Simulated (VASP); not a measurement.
A run of VASP 6.6.1 is set up as follows.

The input INCAR:

```
SYSTEM = InP
PREC = Accurate
ENCUT = 520
EDIFF = 1E-6
ISMEAR = 0
SIGMA = 0.05
LREAL = .FALSE.
LASPH = .TRUE.
NELM = 100
ALGO = Normal
ISIF = 2
LWAVE = .FALSE.
LCHARG = .FALSE.
GGA = PE
NBANDS = 16
```

KPOINTS

```
regular mesh
0
G
  12 12 12
  0 0 0
```

Contents of POSCAR:

```
InP
1.0
    0.0000000000      2.7304871182      3.5496332537
    2.7304871182      0.0000000000      3.5496332537
    2.7304871182      2.7304871182      0.0000000000
In P
1 1
Direct
    0.0000000000      0.0000000000      0.0000000000
    0.7500000000      0.7500000000      0.7500000000
```

Potentials or basis: VASP PAW PBE potentials, release 64 (In_d, P).

Command:

```bash
$ cat potpaw_PBE.64/In_d/POTCAR potpaw_PBE.64/P/POTCAR > POTCAR
$ mpirun -np 1 vasp_std > vasp.out
```

(1) Predict the band gap on the k mesh.

(2) Predict the pressure.

Answers

(1) zero (bands 9 and 10 overlap by 0.02 eV).

(2) -0.9 GPa.

Caveat: semilocal functionals underestimate gaps, so a narrow gap can read as zero; spin-orbit coupling is left out, which moves the levels of the heavy elements.
